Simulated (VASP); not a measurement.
# CdF2 (Fm-3m) in VASP: a series of runs, part 2 of 2

VASP 6.6.1. The steps go on from the part before.

**3. Relaxation of cell and atoms, PBEsol, target pressure 20 GPa, at which the enthalpy is minimised**

INCAR

```
PREC = Accurate
ENCUT = 600
EDIFF = 1E-6
ISMEAR = -1
SIGMA = 0.05
LREAL = False
LASPH = True
NELM = 80
ALGO = Normal
ISIF = 3
LWAVE = False
LCHARG = False
GGA = PS
IBRION = 2
NSW = 60
EDIFFG = -0.01
PSTRESS = 200.0
```

KPOINTS

```
regular mesh
0
Gamma
  9 9 9
```

POSCAR

```
CdF2
1.0
    0.0000000000      2.6940000000      2.6940000000
    2.6940000000      0.0000000000      2.6940000000
    2.6940000000      2.6940000000      0.0000000000
Cd F
1 2
Direct
    0.0000000000      0.0000000000      0.0000000000
    0.7500000000      0.7500000000      0.7500000000
    0.2500000000      0.2500000000      0.2500000000
```

Potentials or basis: VASP PAW PBE potentials, release 64 (Cd, F).

The run is started by

```sh
> cat potpaw_PBE.64/Cd/POTCAR potpaw_PBE.64/F/POTCAR > POTCAR
> mpirun -np 1 vasp_std > vasp.out
```

OUTCAR:

```text
PREC = Accurate
   ENCUT = 600
   EDIFF = 1E-6
   ISMEAR = -1
   LREAL = False
   LASPH = True
   NELM = 80
   ISIF = 3
   GGA = PS
   IBRION = 2
   NSW = 60
   EDIFFG = -0.01
   PSTRESS = 200.0

 ion  position               nearest neighbor table
   1  0.000  0.000  0.000-   2 2.33   2 2.33   2 2.33   2 2.33   3 2.33   3 2.33   3 2.33   3 2.33

   2  0.750  0.750  0.750-   1 2.33   1 2.33   1 2.33   1 2.33
   3  0.250  0.250  0.250-   1 2.33   1 2.33   1 2.33   1 2.33

  LATTYP: Found a face centered cubic cell.
 ALAT       =     5.3880000000

  Lattice vectors:

 A1 = (   0.0000000000,   2.6940000000,   2.6940000000)
 A2 = (   2.6940000000,   0.0000000000,   2.6940000000)
 A3 = (   2.6940000000,   2.6940000000,   0.0000000000)

Analysis of symmetry for initial positions (statically):
=====================================================================
 Subroutine PRICEL returns:
 Original cell was already a primitive cell.

 Routine SETGRP: Setting up the symmetry group for a
 face centered cubic supercell.

 Subroutine GETGRP returns: Found 48 space group operations
[... 9 lines left out ...]

 Routine SETGRP: Setting up the symmetry group for a
 face centered cubic supercell.

 Subroutine GETGRP returns: Found 48 space group operations
[... 11 lines left out ...]
                                     Primitive cell

  volume of cell :      39.1041

[... 118 lines left out ...]
   IVDW    =     0    specifies the selected vdW correction
   LEPSILON=     F    determine dielectric tensor
   LRPA    =     F    only Hartree local field effects (RPA)
 conjugate gradient relaxation of ions
 non-spin polarized calculation
  energy-cutoff  :      600.00
  volume of cell :       39.10
 maximum number of plane-waves:      1324
   NGX = 15   NGY = 15   NGZ = 15

--------------------------------------- Ionic step        1  -------------------------------------------

 number of electron      25.9999977 magnetization

 Free energy of the ion-electron system (eV)
  ---------------------------------------------------
  ext. energy  EPLUGINS =         0.00000000
  ---------------------------------------------------
  free energy    TOTEN  =       -11.59689357 eV

  energy without entropy =      -11.59689357  energy(sigma->0) =      -11.59689357

 E-fermi :  -0.3609     XC(G=0): -10.7077

 val. band max:       -1.4750823456   @ k =  -0.3333   0.4444   0.2222
 cond. band min:       1.4586842799   @ k =   0.0000   0.0000   0.0000
 fundamental gap:      2.9337666255
 Fermi energy:        -0.3609274882

 k-point     1 :       0.0000    0.0000    0.0000
  band No.  band energies     occupation
      1     -22.1631      2.00000
      2     -21.0270      2.00000
      3      -7.0737      2.00000
      4      -7.0737      2.00000
      5      -7.0737      2.00000
      6      -5.8215      2.00000
[... 587 lines left out ...]
--------------------------------------- Ionic step        4  -------------------------------------------

 number of electron      26.0000000 magnetization

 Free energy of the ion-electron system (eV)
  ---------------------------------------------------
  ext. energy  EPLUGINS =         0.00000000
  ---------------------------------------------------
  free energy    TOTEN  =       -11.33038253 eV

  energy without entropy =      -11.33038253  energy(sigma->0) =      -11.33038253

 E-fermi :   0.7500     XC(G=0): -11.4457

 val. band max:       -0.3850568374   @ k =  -0.3333   0.4444   0.2222
 cond. band min:       2.9923771814   @ k =   0.0000   0.0000   0.0000
 fundamental gap:      3.3774340189
 Fermi energy:         0.7500473678

 k-point     1 :       0.0000    0.0000    0.0000
  band No.  band energies     occupation
      1     -21.9151      2.00000
      2     -20.3540      2.00000
      3      -6.5693      2.00000
      4      -6.5693      2.00000
      5      -6.5693      2.00000
      6      -4.6606      2.00000
[... 505 lines left out ...]
  energy  without entropy=      -11.3303825266  energy(sigma->0) =      -11.33038253

  enthalpy is  TOTEN    =        -7.0396505747 eV   P V=        4.2907319520

 reached required accuracy - stopping structural energy minimisation
```

CONTCAR:

```text
CdF2
   1.00000000000000
     0.0000000000000000    2.5806394092701650    2.5806394092701650
     2.5806394092701650   -0.0000000000000000    2.5806394092701650
     2.5806394092701650    2.5806394092701650   -0.0000000000000000
  Cd              F
     1     2
Direct
     0.0000000000000000    0.0000000000000000    1.0000000000000000
     0.7500000000000000    0.7500000000000000    0.7500000000000000
     0.2500000000000000    0.2500000000000000    0.2500000000000000

  0.00000000E+00  0.00000000E+00  0.00000000E+00
  0.00000000E+00  0.00000000E+00  0.00000000E+00
  0.00000000E+00  0.00000000E+00  0.00000000E+00
```

Run time: 42 s. Hardware: 1 thread of AMD EPYC 9R45 (Zen 5), shared host; peak memory 0.16 GiB.

Results:

* Free energy: -11.3304 eV
* Relaxed volume: 11.46 Å³/atom
* Relaxed cell: a = 3.650 Å, b = 3.650 Å, c = 3.650 Å, α = 60.00°, β = 60.00°, γ = 60.00°
* Space group after relaxing (to 0.05 Å): Fm-3m (No. 225)
* Energy change on relaxing (the enthalpy is what falls): +88.8 meV/atom
* Ionic steps: 4
* Pressure after relaxing: 20.1 GPa
* Band gap on the k mesh: 3.38 eV, indirect (least direct gap 3.64 eV)

Step by step:
| step | energy change (eV) | largest force (eV/Å) | pressure (GPa) | volume (Å³) |
| --- | --- | --- | --- | --- |
| 1 | 0.0000 | 0.0000 | 0.40 | 39.10 |
| 2 | 1.0115 | 0.0000 | 48.66 | 30.76 |
| 3 | 0.2555 | 0.0000 | 19.43 | 34.46 |
| 4 | 0.2665 | 0.0000 | 20.06 | 34.37 |

Final structure:
```
Cd F
1.0
     0.00000    2.58064    2.58064
     2.58064    0.00000    2.58064
     2.58064    2.58064    0.00000
Cd F
1 2
Direct
  0.00000 0.00000 0.00000
  0.75000 0.75000 0.75000
  0.25000 0.25000 0.25000
```

Caveat: the cell is relaxed towards a set pressure, so the enthalpy falls and the energy may rise; the PAW data sets were made with another functional, which shifts forces and pressure a little. A k mesh can miss the band edges.
